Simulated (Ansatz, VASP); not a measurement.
**Ta2N in VASP and in Ansatz**

INCAR

```
  PREC = Accurate
  ENCUT = 520
  EDIFF = 1E-6
  ISMEAR = 0
  SIGMA = 0.15
  LREAL = False
  LASPH = True
  NELM = 100
  ALGO = Normal
  ISIF = 2
  LWAVE = False
  LCHARG = False
  NBANDS = 50
```

The input KPOINTS:

```
Automatic mesh
0
Gamma
  9 9 8
```

Contents of POSCAR:

```
Ta2N
1.0
    5.3004953848      0.0000000000      0.0000000000
   -2.6502476924      4.5903636559      0.0000000000
    0.0000000000      0.0000000000      4.7524241620
Ta N
6 3
Direct
    0.7147405334      0.7147405334      0.7526041962
    0.0000000000      0.2852594666      0.7526041962
    0.2852594666      0.0000000000      0.7526041962
    0.2852594666      0.2852594666      0.2473958038
    0.0000000000      0.7147405334      0.2473958038
    0.7147405334      0.0000000000      0.2473958038
    0.6666666667      0.3333333333      0.5000000000
    0.3333333333      0.6666666667      0.5000000000
    0.0000000000      0.0000000000      0.0000000000
```

Input for Ansatz:

```yaml
crystal:
  lattice:
    - [5.3004953848, 0.0, 0.0]
    - [-2.6502476924, 4.5903636559, 0.0]
    - [0.0, 0.0, 4.752424162]
  atoms:
    - { symbol: Ta, position: [0.7147405334, 0.7147405334, 0.7526041962] }
    - { symbol: Ta, position: [0.0, 0.2852594666, 0.7526041962] }
    - { symbol: Ta, position: [0.2852594666, 0.0, 0.7526041962] }
    - { symbol: Ta, position: [0.2852594666, 0.2852594666, 0.2473958038] }
    - { symbol: Ta, position: [0.0, 0.7147405334, 0.2473958038] }
    - { symbol: Ta, position: [0.7147405334, 0.0, 0.2473958038] }
    - { symbol: "N", position: [0.6666666667, 0.3333333333, 0.5] }
    - { symbol: "N", position: [0.3333333333, 0.6666666667, 0.5] }
    - { symbol: "N", position: [0.0, 0.0, 0.0] }
basis:
  ecutwfc: 520.0
kpoints:
  mp_grid: { grid: [9, 9, 8] }
hamiltonian:
  xc: lda
  pseudopotentials: { kind: paw, azcp: { folder: soft_1 } }
scf:
  occupations: { method: gaussian, width: 0.15 }
output:
  forces: true
  stress: true
  eigenvalues: true
```

Alike in both runs: task single point; functional LDA; k mesh 9 × 9 × 8; occupations gaussian, width 0.15 eV; no spin polarisation.

```csv
,VASP,Ansatz
version,VASP 6.6.1,Ansatz 0.2.0
potentials or method,"VASP PAW LDA potentials, release 64 (Ta_pv, N), cutoff 520 eV","scalar-relativistic, plane waves, PAW"
valence electrons in the cell,81,93
```

VASP gave:

| Item | Value |
| --- | --- |
| gap on the k mesh at the Fermi level (eV) | none |
| rms of the force components (eV/Å) | 4.650 |

Problem. Estimate Ansatz's values.

Solution. gap on the k mesh at the Fermi level (eV): none; rms of the force components (eV/Å): 4.597.

Ansatz warns that its potentials were made for another functional, while VASP's fit it. LDA's correlation is that of Perdew and Zunger in VASP and of Perdew and Wang (1992) in Ansatz. Atom by atom the forces differ by 0.053 eV/Å (rms over components). A gap of «none» marks a metal or a gap that the smearing closes. VASP's potentials hold 81 valence electrons a cell and Ansatz's 93, so a difference there can come from the potentials and not from the codes.

Spin-orbit coupling is off throughout.
